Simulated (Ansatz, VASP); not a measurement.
**One calculation of Ta, two programs**

```
Ta
1.0
     0.00000    2.17540    2.17540
     2.17540    0.00000    2.17540
     2.17540    2.17540    0.00000
Ta
1
Cartesian
  0.0000 0.0000 0.0000
```

Alike in both runs: task single point; functional revPBE; k mesh 14 × 14 × 14; occupations fermi-dirac, width 0.1 eV; no spin polarisation.

```csv
,VASP,Ansatz
version,VASP 6.6.1,Ansatz 0.2.0
potentials or method,"VASP PAW PBE potentials, release 64 (Ta_pv), cutoff 520 eV","plane waves (420 eV) with PAW, scalar-relativistic"
valence electrons in the cell,11,13
```

|  | VASP | Ansatz | Ansatz less VASP |
| --- | --- | --- | --- |
| pressure (GPa) | -12.3 | -12.2 | +0.06 |

VASP's potentials were made for PBE, not for revPBE. With one functional, cell and mesh, what is left measures potentials, basis and numerics. VASP's potentials hold 11 valence electrons a cell and Ansatz's 13, so a difference there can come from the potentials and not from the codes.

Spin-orbit coupling is off throughout.
